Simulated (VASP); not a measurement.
# Ru (P6_3/mmc) in VASP: further runs

Ru is run at these levels: r2SCAN; tasks: single point.

All numbers are computed with VASP 6.6.1; they aren't measurements. Logs are shortened: lines on timing, memory, paths and dates and some standing lists are left out, and cuts for length are marked.

**1. The cell of the first run**

The structure is hexagonal, space group P6_3/mmc (No. 194). Conventional cell: a = 4.102 Å, b = 4.102 Å, c = 4.795 Å, α = 90.00°, β = 90.00°, γ = 120.00°. Ru (site symmetry -6m2) has 5 Ru at 2.37 to 2.40 Å within 3.1 Å. Ru (site symmetry -6m2) has 3 Ru at 2.37 Å within 3.1 Å.

**2. Single point, r2SCAN**

Contents of POSCAR:

```
Ru
1.0
    4.1017972914      0.0000000000      0.0000000000
   -2.0508986457      3.5522606555      0.0000000000
    0.0000000000      0.0000000000      4.7948581879
Ru
4
Direct
    0.0000000000      0.0000000000      0.2500000000
    0.0000000000      0.0000000000      0.7500000000
    0.3333333333      0.6666666667      0.7500000000
    0.6666666667      0.3333333333      0.2500000000
```

Contents of INCAR.step1:

```
PREC = Accurate
ENCUT = 520
ISMEAR = 0
SIGMA = 0.1
LREAL = False
LASPH = True
NELM = 60
NBANDS = 36
GGA = PE
ALGO = Normal
EDIFF = 1E-4
LWAVE = True
LCHARG = False
```

Contents of INCAR.step2:

```
PREC = Accurate
ENCUT = 520
EDIFF = 1E-7
ISMEAR = 0
SIGMA = 0.1
LREAL = False
LASPH = True
NELM = 60
ALGO = Normal
ISIF = 2
LWAVE = False
LCHARG = False
METAGGA = R2SCAN
LMIXTAU = True
NBANDS = 36
ISTART = 1
```

Contents of KPOINTS:

```
Automatic mesh
0
Gamma
  6 6 2
```

Potentials or basis: VASP PAW PBE potentials, release 64 (Ru_pv).

On the command line:

```sh
$ cat potpaw_PBE.64/Ru_pv/POTCAR > POTCAR
$ cp INCAR.step1 INCAR
$ mpirun -np 1 vasp_std > vasp.out
$ cp INCAR.step2 INCAR
$ mpirun -np 1 vasp_std > vasp.out
```

OUTCAR:

```text
PREC = Accurate
   ENCUT = 520
   EDIFF = 1E-7
   ISMEAR = 0
   LREAL = False
   LASPH = True
   NELM = 60
   ISIF = 2
   METAGGA = R2SCAN
   ISTART = 1

 ion  position               nearest neighbor table
   1  0.000  0.000  0.250-   4 2.37   4 2.37   4 2.37   2 2.40   2 2.40
   2  0.000  0.000  0.750-   3 2.37   3 2.37   3 2.37   1 2.40   1 2.40
   3  0.333  0.667  0.750-   2 2.37   2 2.37   2 2.37
   4  0.667  0.333  0.250-   1 2.37   1 2.37   1 2.37

  LATTYP: Found a hexagonal cell.
 ALAT       =     4.1017972914
 C/A-ratio  =     1.1689651748

  Lattice vectors:

 A1 = (   4.1017972914,   0.0000000000,   0.0000000000)
 A2 = (  -2.0508986457,   3.5522606555,   0.0000000000)
 A3 = (   0.0000000000,   0.0000000000,   4.7948581879)

Analysis of symmetry for initial positions (statically):
=====================================================================
 Subroutine PRICEL returns:
 Original cell was already a primitive cell.

 Routine SETGRP: Setting up the symmetry group for a
 hexagonal supercell.

 Subroutine GETGRP returns: Found 24 space group operations
 (whereof 12 operations were pure point group operations)
 out of a pool of 24 trial point group operations.

The static configuration has the point symmetry D_3d.
 The point group associated with its full space group is D_6h.

Analysis of symmetry for dynamics (positions and initial velocities):
=====================================================================
 Subroutine PRICEL returns:
 Original cell was already a primitive cell.

 Routine SETGRP: Setting up the symmetry group for a
 hexagonal supercell.

 Subroutine GETGRP returns: Found 24 space group operations
 (whereof 12 operations were pure point group operations)
 out of a pool of 24 trial point group operations.

The dynamic configuration has the point symmetry D_3d.
 The point group associated with its full space group is D_6h.

 Subroutine INISYM returns: Found 24 space group operations
 (whereof 12 operations are pure point group operations),
 and found     1 'primitive' translations

----------------------------------------------------------------------------------------

                                     Primitive cell

  volume of cell :      69.8642

  direct lattice vectors                    reciprocal lattice vectors
     4.101797291  0.000000000  0.000000000     0.243795568  0.140755437  0.000000000
    -2.050898646  3.552260656  0.000000000     0.000000000  0.281510873  0.000000000
     0.000000000  0.000000000  4.794858188     0.000000000  0.000000000  0.208556742

  length of vectors
     4.101797291  4.101797291  4.794858188     0.281510873  0.281510873  0.208556742

  position of ions in fractional coordinates (direct lattice)
     0.000000000  0.000000000  0.250000000
     0.000000000  0.000000000  0.750000000
     0.333333333  0.666666667  0.750000000
     0.666666667  0.333333333  0.250000000

  ion indices of the primitive-cell ions
   primitive index   ion index
                 1           1
                 2           2
                 3           3
                 4           4

----------------------------------------------------------------------------------------

 KPOINTS: Automatic mesh

Automatic generation of k-mesh.
 Grid dimensions read from file:
 generate k-points for:    6    6    2

 Generating k-lattice:

  Cartesian coordinates                     Fractional coordinates (reciprocal lattice)
     0.040632595  0.023459239  0.000000000     0.166666667  0.000000000  0.000000000
     0.000000000  0.046918479  0.000000000     0.000000000  0.166666667  0.000000000
     0.000000000  0.000000000  0.104278371     0.000000000  0.000000000  0.500000000

  Length of vectors
     0.046918479  0.046918479  0.104278371

  Shift w.r.t. Gamma in fractional coordinates (k-lattice)
     0.000000000  0.000000000  0.000000000

 Subroutine IBZKPT returns following result:
 ===========================================

 Found     14 irreducible k-points:

 Following reciprocal coordinates:
            Coordinates               Weight
  0.000000  0.000000  0.000000      1.000000
  0.166667  0.000000  0.000000      6.000000
  0.333333 -0.000000  0.000000      6.000000
  0.500000  0.000000  0.000000      3.000000
  0.166667  0.166667  0.000000      6.000000
  0.333333  0.166667  0.000000     12.000000
  0.333333  0.333333  0.000000      2.000000
  0.000000  0.000000  0.500000      1.000000
  0.166667  0.000000  0.500000      6.000000
  0.333333 -0.000000  0.500000      6.000000
  0.500000  0.000000  0.500000      3.000000
  0.166667  0.166667  0.500000      6.000000
  0.333333  0.166667  0.500000     12.000000
  0.333333  0.333333  0.500000      2.000000
   k-points           NKPTS =     14   k-points in BZ     NKDIM =     14   number of bands    NBANDS=     36
   number of dos      NEDOS =    301   number of ions     NIONS =      4
   total plane-waves  NPLWV =  36864
   dimension x,y,z NGX =    32 NGY =   32 NGZ =   36
   dimension x,y,z NGXF=    64 NGYF=   64 NGZF=   72
   ions per type =               4
   NGX,Y,Z   is equivalent  to a cutoff of  12.97, 12.97, 12.48 a.u.
   NGXF,Y,Z  is equivalent  to a cutoff of  25.94, 25.94, 24.96 a.u.
 SYSTEM =  unknown system
   PREC   = accura    normal or accurate (medium, high low for compatibility)
   ISTART =      1    job   : 0-new  1-cont  2-samecut
   ICHARG =      0    charge: 1-file 2-atom 10-const
   ISPIN  =      1    spin polarized calculation?
   LNONCOLLINEAR =      F non collinear calculations
   LSORBIT =      F    spin-orbit coupling
   LASPH  =      T    aspherical Exc in radial PAW
   ENCUT  =  520.0 eV  38.22 Ry    6.18 a.u.   7.63  7.63  8.92*2*pi/ulx,y,z
   NELM   =     60;   NELMIN=  2; NELMDL=  0     # of ELM steps
   EDIFF  = 0.1E-06   stopping-criterion for ELM
   LREAL  =      F    real-space projection
   EDIFFG = 0.1E-05   stopping-criterion for IOM
   NSW    =      0    number of steps for IOM
   IBRION =     -1    ionic relax: 0-MD 1-quasi-New 2-CG
   NFREE  =      0    steps in history (QN), initial steepest desc. (CG)
   ISIF   =      2    stress and relaxation
   ISYM   =      2    0-nonsym 1-usesym 2-fastsym
   POTIM  = 0.5000    time-step for ionic-motion
   TEBEG  =    0.0;   TEEND  =   0.0 temperature during run
   PSTRESS=    0.0 pullay stress
   NELECT =      56.0000    total number of electrons
   NUPDOWN=      -1.0000    fix difference up-down
   EMIN   =  10.00;   EMAX   =-10.00  energy-range for DOS
   EFERMI =   0.00;   METHOD = LEGACY
   ISMEAR =     0;   SIGMA  =   0.10  broadening in eV -4-tet -1-fermi 0-gaus
   EFERMI_NEDOS =   21; number of points for ismear=-14 and -15
   IALGO  =     38    algorithm
   IMIX   =      4    mixing-type and parameters
     AMIX     =   0.40;   BMIX     =  1.00
     AMIX_MAG =   1.60;   BMIX_MAG =  1.00
  volume/ion in A,a.u.               =      17.47       117.87
  Fermi-wavevector in a.u.,A,eV,Ry     =   1.520732  2.873766 31.465169  2.312625
  Thomas-Fermi vector in A             =   2.629542
   LORBIT       =      0    0 simple, 1 ext, 2 COOP (PROOUT), +10 PAW based schemes
   METAGGA = R2SCAN    functional components
   LHFCALC =     F    Hartree Fock is set to
   AEXX    =    0.0000 exact exchange contribution
   IVDW    =     0    specifies the selected vdW correction
   LEPSILON=     F    determine dielectric tensor
   LRPA    =     F    only Hartree local field effects (RPA)
 non-spin polarized calculation
 Gauss-broadening in eV      SIGMA  =   0.10
  energy-cutoff  :      520.00
  volume of cell :       69.86
 maximum number of plane-waves:      1894
 NGX is ok and might be reduce to    32
   NGX = 15   NGY = 15   NGZ = 17

 number of electron      55.9999993 magnetization

 Free energy of the ion-electron system (eV)
  ---------------------------------------------------
  ext. energy  EPLUGINS =         0.00000000
  ---------------------------------------------------
  free energy    TOTEN  =       -96.31053193 eV

  energy without entropy =      -96.28059578  energy(sigma->0) =      -96.29556385

 E-fermi :   9.2419     XC(G=0): -13.2533

 val. band max:        9.1083379099   @ k =   0.0000   0.0000   0.5000
 cond. band min:       9.2663063751   @ k =   0.3333  -0.0000   0.5000
 fundamental gap:      0.1579684653
 Fermi energy:         9.2419376468

 k-point     1 :       0.0000    0.0000    0.0000
  band No.  band energies     occupation
      1     -36.3023      2.00000
      2     -35.9541      2.00000
      3     -35.9541      2.00000
      4     -35.8127      2.00000
      5     -35.8127      2.00000
      6     -34.8308      2.00000
[... 28 lines left out ...]
     35      16.9027      0.00000
     36      17.6271      0.00000

 k-point     2 :       0.1667    0.0000    0.0000
  band No.  band energies     occupation
      1     -36.2971      2.00000
      2     -35.9816      2.00000
      3     -35.9044      2.00000
      4     -35.8326      2.00000
      5     -35.7539      2.00000
      6     -34.8192      2.00000
[... 28 lines left out ...]
     35      15.5776      0.00000
     36      16.1445      0.00000

 k-point     3 :       0.3333   -0.0000    0.0000
  band No.  band energies     occupation
      1     -36.2865      2.00000
      2     -36.0324      2.00000
      3     -35.8715      2.00000
      4     -35.7824      2.00000
      5     -35.6207      2.00000
      6     -34.8273      2.00000
[... 28 lines left out ...]
     35      13.7862      0.00000
     36      14.1012      0.00000

 k-point     4 :       0.5000    0.0000    0.0000
  band No.  band energies     occupation
      1     -36.2813      2.00000
      2     -36.0561      2.00000
      3     -35.8904      2.00000
      4     -35.7017      2.00000
      5     -35.5423      2.00000
      6     -34.8908      2.00000
[... 28 lines left out ...]
     35      12.2849      0.00000
     36      16.0603      0.00000

 k-point     5 :       0.1667    0.1667    0.0000
  band No.  band energies     occupation
      1     -36.2892      2.00000
      2     -36.0133      2.00000
      3     -35.9197      2.00000
      4     -35.7565      2.00000
      5     -35.6574      2.00000
      6     -34.7989      2.00000
[... 28 lines left out ...]
     35      13.8017      0.00000
     36      13.8311      0.00000

 k-point     6 :       0.3333    0.1667    0.0000
  band No.  band energies     occupation
      1     -36.2813      2.00000
      2     -36.0489      2.00000
      3     -35.9610      2.00000
      4     -35.6116      2.00000
      5     -35.5206      2.00000
      6     -34.9461      2.00000
[... 28 lines left out ...]
     35      12.1766      0.00000
     36      15.5199      0.00000

 k-point     7 :       0.3333    0.3333    0.0000
  band No.  band energies     occupation
      1     -36.2787      2.00000
      2     -36.0339      2.00000
      3     -36.0339      2.00000
      4     -35.4509      2.00000
      5     -35.4509      2.00000
      6     -35.0680      2.00000
[... 28 lines left out ...]
     35      11.8444      0.00000
     36      16.7923      0.00000

 k-point     8 :       0.0000    0.0000    0.5000
  band No.  band energies     occupation
      1     -35.8822      2.00000
      2     -35.8822      2.00000
      3     -35.8822      2.00000
      4     -35.8822      2.00000
      5     -35.5361      2.00000
      6     -35.5361      2.00000
[... 28 lines left out ...]
     35      17.6278      0.00000
     36      17.6278      0.00000

 k-point     9 :       0.1667    0.0000    0.5000
  band No.  band energies     occupation
      1     -35.9063      2.00000
      2     -35.9063      2.00000
      3     -35.8284      2.00000
      4     -35.8284      2.00000
      5     -35.5291      2.00000
      6     -35.5291      2.00000
[... 28 lines left out ...]
     35      17.5584      0.00000
     36      17.5584      0.00000

 k-point    10 :       0.3333   -0.0000    0.5000
  band No.  band energies     occupation
      1     -35.9517      2.00000
      2     -35.9517      2.00000
      3     -35.7021      2.00000
      4     -35.7021      2.00000
      5     -35.5144      2.00000
      6     -35.5144      2.00000
[... 28 lines left out ...]
     35      14.4444      0.00000
     36      14.4444      0.00000

 k-point    11 :       0.5000    0.0000    0.5000
  band No.  band energies     occupation
      1     -35.9732      2.00000
      2     -35.9732      2.00000
      3     -35.6234      2.00000
      4     -35.6234      2.00000
      5     -35.5063      2.00000
      6     -35.5063      2.00000
[... 28 lines left out ...]
     35      12.7480      0.00000
     36      12.7480      0.00000

 k-point    12 :       0.1667    0.1667    0.5000
  band No.  band energies     occupation
      1     -35.9497      2.00000
      2     -35.9497      2.00000
      3     -35.7234      2.00000
      4     -35.7234      2.00000
      5     -35.5182      2.00000
      6     -35.5182      2.00000
[... 28 lines left out ...]
     35      15.7358      0.00000
     36      15.7358      0.00000

 k-point    13 :       0.3333    0.1667    0.5000
  band No.  band energies     occupation
      1     -35.9941      2.00000
      2     -35.9941      2.00000
      3     -35.5784      2.00000
      4     -35.5784      2.00000
      5     -35.5065      2.00000
      6     -35.5065      2.00000
[... 28 lines left out ...]
     35      13.1535      0.00000
     36      13.1535      0.00000

 k-point    14 :       0.3333    0.3333    0.5000
  band No.  band energies     occupation
      1     -36.0224      2.00000
      2     -36.0224      2.00000
      3     -35.5042      2.00000
      4     -35.5042      2.00000
      5     -35.4633      2.00000
      6     -35.4633      2.00000
[... 28 lines left out ...]
     35      11.9960      0.00000
     36      11.9960      0.00000

------------------------ aborting loop because EDIFF is reached ----------------------------------------

  FORCE on cell =-STRESS in cart. coord.  units (eV):
  Direction    XX          YY          ZZ          XY          YZ          ZX
  --------------------------------------------------------------------------------------
  -------------------------------------------------------------------------------------
  Total        0.4859942      0.4859942      0.3074173      0.0000000     -0.0000000      0.0000000
  in kB       11.1451755     11.1451755      7.0499180      0.0000000     -0.0000000      0.0000000
  external PRESSURE =       9.7800896 kB  Pullay stress =       0.0000000 kB

 VOLUME and BASIS-vectors are now :
 -----------------------------------------------------------------------------
  energy-cutoff  :      520.00
  volume of cell :       69.86
      direct lattice vectors                 reciprocal lattice vectors
     4.101797291  0.000000000  0.000000000     0.243795568  0.140755437  0.000000000
    -2.050898646  3.552260656  0.000000000     0.000000000  0.281510873  0.000000000
     0.000000000  0.000000000  4.794858188     0.000000000  0.000000000  0.208556742

 POSITION                                       TOTAL-FORCE (eV/Angst)
 -----------------------------------------------------------------------------------
      0.00000      0.00000      1.19871        -0.000000     -0.000000     -0.000000
      0.00000      0.00000      3.59614        -0.000000     -0.000000     -0.000000
     -0.00000      2.36817      3.59614         0.000000      0.000000      0.000000
      2.05090      1.18409      1.19871         0.000000     -0.000000     -0.000000
 -----------------------------------------------------------------------------------
    total drift:                               -0.000000      0.000000     -0.000000

  FREE ENERGIE OF THE ION-ELECTRON SYSTEM (eV)
  ---------------------------------------------------
  free  energy   TOTEN  =       -96.3105319302 eV

  energy  without entropy=      -96.2805957752  energy(sigma->0) =      -96.29556385
```

Run time: 1.8 min. Hardware: 1 thread of Intel Xeon Platinum 8259CL at 2.50GHz (Skylake/Cascade Lake), shared host; peak memory 0.2 GiB.

Results:

| Item | Value |
| --- | --- |
| Free energy | -96.3105 eV |
| Pressure | 1.0 GPa |
| Band gap on the k mesh | zero (band 28 reaches 9.71 eV, above the bottom of band 29 at 8.70 eV) |

Stress tensor (GPa, compression positive):
```
1.11 0.00 0.00
0.00 1.11 0.00
0.00 0.00 0.70
```

Levels at points of the mesh, in eV from the Fermi level:
```csv
k point,band 24,band 25,band 26,band 27,band 28,band 29,band 30,band 31,band 32,band 33
"(0.00, 0.00, 0.00)",-2.09,-2.09,-1.83,-1.83,-1.00,0.33,0.33,0.48,0.76,0.76
"(0.50, 0.00, 0.00)",-2.32,-1.38,-0.50,-0.29,0.47,0.78,0.94,1.04,1.40,2.28
"(0.00, 0.00, 0.50)",-2.72,-1.64,-1.64,-1.64,-1.64,-0.36,-0.36,-0.13,-0.13,-0.13
"(0.50, 0.00, 0.50)",-2.68,-1.36,-1.36,0.35,0.35,0.37,0.37,0.95,0.95,1.15
```

Caveat: the k points lie up to 0.66 Å⁻¹ apart; the PAW data sets were made with another functional, which shifts forces and pressure a little.

**3. Single point, r2SCAN**

This run uses another cell than the first one, of 14.61 Å³/atom, 0.836 times its volume.

Contents of POSCAR:

```
Ru
1.0
    2.9151342121      0.0000000000      0.0000000000
   -1.4575671061      2.5245802831      0.0000000000
    0.0000000000      0.0000000000      7.9395931794
Ru
4
Direct
    0.0000000000      0.0000000000      0.2500000000
    0.0000000000      0.0000000000      0.7500000000
    0.3333333333      0.6666666667      0.7500000000
    0.6666666667      0.3333333333      0.2500000000
```

Edit INCAR.step1 of step 2 so:

```diff
@@ -6,3 +6,3 @@
 LASPH = True
-NELM = 60
+NELM = 100
 NBANDS = 36
```

Contents of INCAR.step2:

```
PREC = Accurate
ENCUT = 520
EDIFF = 1E-6
ISMEAR = 0
SIGMA = 0.1
LREAL = False
LASPH = True
NELM = 100
ALGO = Normal
ISIF = 2
LWAVE = False
LCHARG = True
METAGGA = R2SCAN
LMIXTAU = True
LELF = True
LVHAR = True
NBANDS = 36
ISTART = 1
```

Contents of KPOINTS:

```
regular mesh
0
Gamma
  9 9 2
```

Potentials or basis: VASP PAW PBE potentials, release 64 (Ru_pv).

On the command line:

```sh
$ cat potpaw_PBE.64/Ru_pv/POTCAR > POTCAR
$ cp INCAR.step1 INCAR
$ mpirun -np 1 vasp_std > vasp.out
$ cp INCAR.step2 INCAR
$ mpirun -np 1 vasp_std > vasp.out
```

Wall time 1.9 min (1 thread of Intel Xeon Platinum 8259CL at 2.50GHz (Skylake/Cascade Lake), shared host); peak memory 0.2 GiB.

Results (log left out):

```yaml
Free_energy: -36.4714 eV
Pressure: 409.4 GPa
Band_gap_on_the_k_mesh: zero (band 28 reaches 13.80 eV, above the bottom of band 29 at 11.20 eV)
```

Stress tensor (GPa, compression positive):
```
614.58   0.00   0.00
  0.00 614.58   0.00
  0.00   0.00  -0.88
```

Levels at points of the mesh, in eV from the Fermi level:
| k point | band 24 | band 25 | band 26 | band 27 | band 28 | band 29 | band 30 | band 31 | band 32 | band 33 |
| --- | --- | --- | --- | --- | --- | --- | --- | --- | --- | --- |
| (0.00, 0.00, 0.00) | -4.61 | -3.15 | -1.21 | -1.21 | -1.21 | -1.21 | -0.11 | -0.11 | -0.06 | -0.06 |
| (0.00, 0.00, 0.50) | -4.61 | -1.21 | -1.21 | -1.21 | -1.21 | -0.28 | -0.28 | -0.08 | -0.08 | -0.08 |

Caveat: the k points lie up to 0.40 Å⁻¹ apart; the PAW data sets were made with another functional, which shifts forces and pressure a little.
